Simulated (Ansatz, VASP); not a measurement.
AlN: VASP beside Ansatz

```
CELL_PARAMETERS angstrom
-1.65675 2.86957 0.00000
0.00000 0.00000 4.18746
4.97025 2.86957 0.00000
ATOMIC_POSITIONS crystal
Al 0.57469 0.75000 0.26762
Al 0.00000 0.75000 0.66667
Al 0.00000 0.25000 0.33333
Al 0.50000 0.25000 0.83333
N 0.50000 0.25000 0.16667
N 0.00000 0.25000 0.66667
N 0.00000 0.75000 0.33333
N 0.50000 0.75000 0.83333
```

Alike in both runs: task single point; functional PBE; k mesh 8 × 6 × 4; occupations gaussian, width 0.05 eV; no spin polarisation.

|  | VASP | Ansatz |
| --- | --- | --- |
| version | VASP 6.6.1 | Ansatz 0.2.0 |
| potentials or method | VASP PAW PBE potentials, release 64 (Al, N), cutoff 520 eV | scalar-relativistic, plane waves, PAW |
| valence electrons in the cell | 32 | 32 |

|  | VASP | Ansatz | Ansatz less VASP |
| --- | --- | --- | --- |
| gap on the k mesh at the Fermi level (eV) | 2.26 | 2.26 | -0.004 |
| least direct gap on the mesh (eV) | 2.26 | 2.26 | -0.004 |
| pressure (GPa) | 15.8 | 15.8 | +0.06 |
| traceless stress, the component that is largest in VASP (GPa) | 29.68 | 29.59 | -0.092 |
| rms of the force components (eV/Å) | 5.264 | 5.249 | -0.0154 |

Atom by atom the forces differ by 0.017 eV/Å (rms over components).
